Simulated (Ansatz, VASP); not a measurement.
**Co in VASP and in Ansatz**

```
Co
1.0
     0.00000    2.46917    2.46917
     2.46917    0.00000    2.46917
     2.46917    2.46917    0.00000
Co
2
Direct
  0.12500 0.12500 0.12500
  0.87500 0.87500 0.87500
```

Alike in both runs: task single point; functional PBE; k mesh 6 × 6 × 6; occupations fermi-dirac, width 0.1 eV; collinear spin.

```csv
,VASP,Ansatz
version,VASP 6.6.1,Ansatz 0.2.0
potentials or method,"VASP PAW PBE potentials, release 64 (Co), cutoff 520 eV","plane waves (420 eV) with PAW, scalar-relativistic"
valence electrons in the cell,18,34
```

Ansatz gave:

* net moment per atom (μB): 1.48
* size of the moment on the site where the two differ most (μB): 1.48

**Question.** Which values does VASP return?

**Answer.** net moment per atom (μB): 0.88; size of the moment on the site where the two differ most (μB): 0.87.

The net moments are unlike, so the other rows may belong to different states. Site moments also hang on the region over which each program counts them. VASP's potentials hold 18 valence electrons a cell and Ansatz's 34, so a difference there can come from the potentials and not from the codes.

The k mesh is coarse, so the values compare programs but aren't converged.
